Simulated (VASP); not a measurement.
# NbC (Fm-3m) in VASP: a series of runs

Aim: see how the results for NbC move with the level of theory and the settings. Levels: PBE+D3(BJ), PBEsol+D3(BJ), revPBE. Tasks: single point.

Program: VASP 6.6.1. These are calculated values, not measurements. Logs are shortened: lines on timing, memory, paths and dates and some standing lists are left out, and cuts for length are marked.

## (1) The cell of the first run

Symmetry: Fm-3m, No. 225, cubic system. The conventional cell has a = 4.514 Å, b = 4.514 Å, c = 4.514 Å, α = 90.00°, β = 90.00°, γ = 90.00°. Within 3.0 Å of Nb (site symmetry m-3m) lie 6 C at 2.26 Å. Within 3.0 Å of C (site symmetry m-3m) lie 6 Nb at 2.26 Å.

## (2) Single point, PBE+D3(BJ) (volume scaled by 1.04)

The input, INCAR:

```
PREC = Accurate ; ENCUT = 600
EDIFF = 1E-6 ; ISMEAR = 0
SIGMA = 0.05 ; LREAL = False
LASPH = True ; NELM = 120
ALGO = Normal ; ISIF = 2
LWAVE = False ; LCHARG = True
GGA = PE ; IVDW = 12
LELF = True ; LVHAR = True
NBANDS = 16 ; GGA_COMPAT = False
```

The input, KPOINTS:

```
Automatic mesh
0
Gamma
  10 10 10
```

The input, POSCAR:

```
NbC
1.0
    0.0000000000      2.2569663991      2.2569663991
    2.2569663991      0.0000000000      2.2569663991
    2.2569663991      2.2569663991      0.0000000000
Nb C
1 1
Direct
    0.0000000000      0.0000000000      0.0000000000
    0.5000000000      0.5000000000      0.5000000000
```

Potentials or basis: VASP PAW PBE potentials, release 64 (Nb_sv, C).

Launch:

```bash
$ cat potpaw_PBE.64/Nb_sv/POTCAR potpaw_PBE.64/C/POTCAR > POTCAR
$ mpirun -np 1 vasp_std > vasp.out
```

OUTCAR:

```text
PREC = Accurate
   ENCUT = 600
   EDIFF = 1E-6
   ISMEAR = 0
   LREAL = False
   LASPH = True
   NELM = 120
   ISIF = 2
   GGA = PE
   IVDW = 12
 IVDW          = 12

 ion  position               nearest neighbor table
   1  0.000  0.000  0.000-   2 2.26   2 2.26   2 2.26   2 2.26   2 2.26   2 2.26
   2  0.500  0.500  0.500-   1 2.26   1 2.26   1 2.26   1 2.26   1 2.26   1 2.26

  LATTYP: Found a face centered cubic cell.
 ALAT       =     4.5139327982

  Lattice vectors:

 A1 = (   0.0000000000,   2.2569663991,   2.2569663991)
 A2 = (   2.2569663991,   0.0000000000,   2.2569663991)
 A3 = (   2.2569663991,   2.2569663991,   0.0000000000)

Analysis of symmetry for initial positions (statically):
=====================================================================
 Subroutine PRICEL returns:
 Original cell was already a primitive cell.

 Routine SETGRP: Setting up the symmetry group for a
 face centered cubic supercell.

 Subroutine GETGRP returns: Found 48 space group operations
 (whereof 48 operations were pure point group operations)
 out of a pool of 48 trial point group operations.

The static configuration has the point symmetry O_h .

Analysis of symmetry for dynamics (positions and initial velocities):
=====================================================================
 Subroutine PRICEL returns:
 Original cell was already a primitive cell.

 Routine SETGRP: Setting up the symmetry group for a
 face centered cubic supercell.

 Subroutine GETGRP returns: Found 48 space group operations
 (whereof 48 operations were pure point group operations)
 out of a pool of 48 trial point group operations.

The dynamic configuration has the point symmetry O_h .

 Subroutine INISYM returns: Found 48 space group operations
 (whereof 48 operations are pure point group operations),
 and found     1 'primitive' translations

----------------------------------------------------------------------------------------

                                     Primitive cell

  volume of cell :      22.9935

  direct lattice vectors                    reciprocal lattice vectors
     0.000000000  2.256966399  2.256966399    -0.221536307  0.221536307  0.221536307
     2.256966399  0.000000000  2.256966399     0.221536307 -0.221536307  0.221536307
     2.256966399  2.256966399  0.000000000     0.221536307  0.221536307 -0.221536307

  length of vectors
     3.191832491  3.191832491  3.191832491     0.383712139  0.383712139  0.383712139

  position of ions in fractional coordinates (direct lattice)
     0.000000000  0.000000000  0.000000000
     0.500000000  0.500000000  0.500000000

  ion indices of the primitive-cell ions
   primitive index   ion index
                 1           1
                 2           2

----------------------------------------------------------------------------------------

 KPOINTS: Automatic mesh

Automatic generation of k-mesh.
 Grid dimensions read from file:
 generate k-points for:   10   10   10

 Generating k-lattice:

  Cartesian coordinates                     Fractional coordinates (reciprocal lattice)
    -0.022153631  0.022153631  0.022153631     0.100000000  0.000000000  0.000000000
     0.022153631 -0.022153631  0.022153631     0.000000000  0.100000000  0.000000000
     0.022153631  0.022153631 -0.022153631     0.000000000  0.000000000  0.100000000

  Length of vectors
     0.038371214  0.038371214  0.038371214

  Shift w.r.t. Gamma in fractional coordinates (k-lattice)
     0.000000000  0.000000000  0.000000000

 Subroutine IBZKPT returns following result:
 ===========================================

 Found     47 irreducible k-points:

 Following reciprocal coordinates:
            Coordinates               Weight
  0.000000  0.000000  0.000000      1.000000
  0.100000  0.000000  0.000000      8.000000
  0.200000  0.000000  0.000000      8.000000
  0.300000  0.000000  0.000000      8.000000
  0.400000  0.000000  0.000000      8.000000
  0.500000  0.000000  0.000000      4.000000
[... 16 lines left out ...]
  0.300000  0.300000  0.000000      6.000000
  0.400000  0.300000  0.000000     24.000000
 [... further k-points ...]
   k-points           NKPTS =     47   k-points in BZ     NKDIM =     47   number of bands    NBANDS=     16
   number of dos      NEDOS =    301   number of ions     NIONS =      2
   total plane-waves  NPLWV =  21952
   dimension x,y,z NGX =    28 NGY =   28 NGZ =   28
   dimension x,y,z NGXF=    56 NGYF=   56 NGZF=   56
   ions per type =               1   1
   NGX,Y,Z   is equivalent  to a cutoff of  14.58, 14.58, 14.58 a.u.
   NGXF,Y,Z  is equivalent  to a cutoff of  29.17, 29.17, 29.17 a.u.
 SYSTEM =  unknown system
   PREC   = accura    normal or accurate (medium, high low for compatibility)
   ISTART =      0    job   : 0-new  1-cont  2-samecut
   ICHARG =      2    charge: 1-file 2-atom 10-const
   ISPIN  =      1    spin polarized calculation?
   LNONCOLLINEAR =      F non collinear calculations
   LSORBIT =      F    spin-orbit coupling
   LASPH  =      T    aspherical Exc in radial PAW
   ENCUT  =  600.0 eV  44.10 Ry    6.64 a.u.   6.37  6.37  6.37*2*pi/ulx,y,z
   NELM   =    120;   NELMIN=  2; NELMDL= -5     # of ELM steps
   EDIFF  = 0.1E-05   stopping-criterion for ELM
   LREAL  =      F    real-space projection
   EDIFFG = 0.1E-04   stopping-criterion for IOM
   NSW    =      0    number of steps for IOM
   IBRION =     -1    ionic relax: 0-MD 1-quasi-New 2-CG
   NFREE  =      0    steps in history (QN), initial steepest desc. (CG)
   ISIF   =      2    stress and relaxation
   ISYM   =      2    0-nonsym 1-usesym 2-fastsym
   POTIM  = 0.5000    time-step for ionic-motion
   TEBEG  =    0.0;   TEEND  =   0.0 temperature during run
   PSTRESS=    0.0 pullay stress
   NELECT =      17.0000    total number of electrons
   NUPDOWN=      -1.0000    fix difference up-down
   EMIN   =  10.00;   EMAX   =-10.00  energy-range for DOS
   EFERMI =   0.00;   METHOD = LEGACY
   ISMEAR =     0;   SIGMA  =   0.05  broadening in eV -4-tet -1-fermi 0-gaus
   EFERMI_NEDOS =   21; number of points for ismear=-14 and -15
   IALGO  =     38    algorithm
   IMIX   =      4    mixing-type and parameters
     AMIX     =   0.40;   BMIX     =  1.00
     AMIX_MAG =   1.60;   BMIX_MAG =  1.00
  volume/ion in A,a.u.               =      11.50        77.58
  Fermi-wavevector in a.u.,A,eV,Ry     =   1.480321  2.797402 29.815150  2.191352
  Thomas-Fermi vector in A             =   2.594370
   LORBIT       =      0    0 simple, 1 ext, 2 COOP (PROOUT), +10 PAW based schemes
   GGA     = PE    functional components
   LHFCALC =     F    Hartree Fock is set to
   AEXX    =    0.0000 exact exchange contribution
   IVDW    =    12    specifies the selected vdW correction
   LEPSILON=     F    determine dielectric tensor
   LRPA    =     F    only Hartree local field effects (RPA)
 non-spin polarized calculation
 Gauss-broadening in eV      SIGMA  =   0.05
  energy-cutoff  :      600.00
  volume of cell :       22.99
 maximum number of plane-waves:       785
 NGX is ok and might be reduce to    28
   NGX = 13   NGY = 13   NGZ = 13

 number of electron      17.0000000 magnetization

 Free energy of the ion-electron system (eV)
  ---------------------------------------------------
  ext. energy  EPLUGINS =         0.00000000
  ---------------------------------------------------
  free energy    TOTEN  =       -20.54801104 eV

  energy without entropy =      -20.54728415  energy(sigma->0) =      -20.54764760

 E-fermi :  12.0126     XC(G=0): -12.9308

 val. band max:       11.9708191190   @ k =  -0.4000   0.4000   0.1000
 cond. band min:      12.2426458733   @ k =  -0.2000   0.2000   0.0000
 fundamental gap:      0.2718267542
 Fermi energy:        12.0126239916

 k-point     1 :       0.0000    0.0000    0.0000
  band No.  band energies     occupation
      1     -43.6734      2.00000
      2     -19.3999      2.00000
      3     -19.3999      2.00000
      4     -19.3999      2.00000
      5      -1.1439      2.00000
      6      10.8861      2.00000
[... 8 lines left out ...]
     15      22.1390      0.00000
     16      33.8385      0.00000

 k-point     2 :       0.1000    0.0000    0.0000
  band No.  band energies     occupation
      1     -43.6646      2.00000
      2     -19.4760      2.00000
      3     -19.4071      2.00000
      4     -19.4071      2.00000
      5      -0.9036      2.00000
      6       9.9361      2.00000
[... 8 lines left out ...]
     15      22.7062      0.00000
     16      32.1587      0.00000

 k-point     3 :       0.2000    0.0000    0.0000
  band No.  band energies     occupation
      1     -43.6414      2.00000
      2     -19.6708      2.00000
      3     -19.4260      2.00000
      4     -19.4260      2.00000
      5      -0.2343      2.00000
      6       8.3820      2.00000
[... 8 lines left out ...]
     15      23.9533      0.00000
     16      30.1740      0.00000

 k-point     4 :       0.3000    0.0000    0.0000
  band No.  band energies     occupation
      1     -43.6126      2.00000
      2     -19.9034      2.00000
      3     -19.4492      2.00000
      4     -19.4492      2.00000
      5       0.7262      2.00000
      6       6.8171      2.00000
[... 8 lines left out ...]
     15      25.0490      0.00000
     16      27.6212      0.00000
[... 324 lines left out ...]
 k-point    22 :      -0.2000    0.2000    0.0000
  band No.  band energies     occupation
      1     -43.6027      2.00000
      2     -19.8609      2.00000
      3     -19.5979      2.00000
      4     -19.4409      2.00000
      5       0.8567      2.00000
      6       6.6394      2.00000
[... 8 lines left out ...]
     15      24.7202      0.00000
     16      26.3615      0.00000

 k-point    23 :       0.3000    0.3000    0.0000
  band No.  band energies     occupation
      1     -43.5925      2.00000
      2     -19.8506      2.00000
      3     -19.5694      2.00000
      4     -19.5694      2.00000
      5       0.4083      2.00000
      6       6.8451      2.00000
[... 8 lines left out ...]
     15      26.0367      0.00000
     16      27.0900      0.00000

 k-point    24 :       0.4000    0.3000    0.0000
  band No.  band energies     occupation
      1     -43.5740      2.00000
      2     -19.9452      2.00000
      3     -19.6194      2.00000
      4     -19.5964      2.00000
      5       0.5628      2.00000
      6       7.0296      2.00000
[... 8 lines left out ...]
     15      24.4955      0.00000
     16      27.2085      0.00000

 [... further k-points ...]

------------------------ aborting loop because EDIFF is reached ----------------------------------------

 Edisp (eV)   -0.94916

 E8    (eV) :    -0.4189

  FORCE on cell =-STRESS in cart. coord.  units (eV):
  Direction    XX          YY          ZZ          XY          YZ          ZX
  --------------------------------------------------------------------------------------
  -------------------------------------------------------------------------------------
  Total      -1.87623    -1.87623    -1.87623     0.00000    -0.00000     0.00000
  in kB    -130.73518  -130.73518  -130.73518     0.00000    -0.00000     0.00000
  external pressure =     -130.74 kB  Pullay stress =        0.00 kB

 VOLUME and BASIS-vectors are now :
 -----------------------------------------------------------------------------
  energy-cutoff  :      600.00
  volume of cell :       22.99
      direct lattice vectors                 reciprocal lattice vectors
     0.000000000  2.256966399  2.256966399    -0.221536307  0.221536307  0.221536307
     2.256966399  0.000000000  2.256966399     0.221536307 -0.221536307  0.221536307
     2.256966399  2.256966399  0.000000000     0.221536307  0.221536307 -0.221536307

 POSITION                                       TOTAL-FORCE (eV/Angst)
 -----------------------------------------------------------------------------------
      0.00000      0.00000      0.00000         0.000000     -0.000000      0.000000
      2.25697      2.25697      2.25697        -0.000000      0.000000     -0.000000
 -----------------------------------------------------------------------------------
    total drift:                               -0.000000      0.000000      0.000000

  FREE ENERGIE OF THE ION-ELECTRON SYSTEM (eV)
  ---------------------------------------------------
  free  energy   TOTEN  =       -21.4971688388 eV

  energy  without entropy=      -21.4964419483  energy(sigma->0) =      -21.49680539
```

Run time: 15 s. Hardware: 1 thread of Intel Xeon 6975P-C (Granite Rapids), shared host; peak memory 0.18 GiB.

What came out:

| Item | Value |
| --- | --- |
| Free energy | -21.4972 eV |
| Pressure | -13.1 GPa |
| Dispersion energy per atom | -0.475 eV |

Caveat: three body term missing; pairwise dispersion overbinds metals, which lowers pressure and volume.

[end of part 1 of 2]
